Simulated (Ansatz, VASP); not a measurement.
## One calculation of Ga, two programs

The input INCAR:

```
SYSTEM = Ga
PREC = Accurate
ENCUT = 520
EDIFF = 1E-6
ISMEAR = 1
SIGMA = 0.2
LREAL = .False.
LASPH = .True.
NELM = 80
ALGO = Normal
ISIF = 2
LWAVE = .False.
LCHARG = .True.
LELF = .True.
LVHAR = .True.
NBANDS = 34
```

KPOINTS

```
Automatic mesh
0
Gamma
  8 8 7
  0 0 0
```

POSCAR

```
Ga
1.0
    2.2178908173     -3.7419137528      0.0000000000
    2.2178908173      3.7419137528      0.0000000000
    0.0000000000      0.0000000000      4.4249628129
Ga
4
Direct
    0.8443628362      0.1556371638      0.0859373133
    0.6556371638      0.3443628362      0.5859373133
    0.1556371638      0.8443628362      0.9140626867
    0.3443628362      0.6556371638      0.4140626867
```

Input for Ansatz:

```yaml
crystal:
  lattice:
    - [2.2178908173, -3.7419137528, 0.0]
    - [2.2178908173, 3.7419137528, 0.0]
    - [0.0, 0.0, 4.4249628129]
  atoms:
    - { symbol: Ga, position: [0.8443628362, 0.1556371638, 0.0859373133] }
    - { symbol: Ga, position: [0.6556371638, 0.3443628362, 0.5859373133] }
    - { symbol: Ga, position: [0.1556371638, 0.8443628362, 0.9140626867] }
    - { symbol: Ga, position: [0.3443628362, 0.6556371638, 0.4140626867] }
hamiltonian:
  xc: lda
  pseudopotentials:
    kind: paw
    azcp:
      Ga: "pseudopotentials/Ga.paw.azcp"
basis:
  ecutwfc: 420
  fft_grid_basis: typed
kpoints:
  mp_grid: { grid: [8, 8, 7], shift: [0, 0, 0] }
magnetization:
  spin_polarized: false
scf:
  occupations: { method: methfessel_paxton, width: 0.2 }
  lower_state_search: "off"
output:
  stress: true
```

Alike in both runs: task single point; functional LDA; k mesh 8 × 8 × 7; occupations methfessel-paxton of order 1, width 0.2 eV; no spin polarisation.

|  | VASP | Ansatz |
| --- | --- | --- |
| version | VASP 6.6.1 | Ansatz 0.2.0 |
| potentials or method | VASP PAW LDA potentials, release 64 (Ga_d), cutoff 520 eV | plane waves (420 eV) with PAW, scalar-relativistic |
| valence electrons in the cell | 52 | 52 |

|  | VASP | Ansatz | Ansatz less VASP |
| --- | --- | --- | --- |
| pressure (GPa) | 0.1 | 0.0 | -0.16 |
| traceless stress, the component that is largest in VASP (GPa) | -0.15 | -0.12 | +0.030 |

Ansatz warns that its potentials were made for another functional, while VASP's fit it. LDA's correlation is that of Perdew and Zunger in VASP and of Perdew and Wang (1992) in Ansatz.
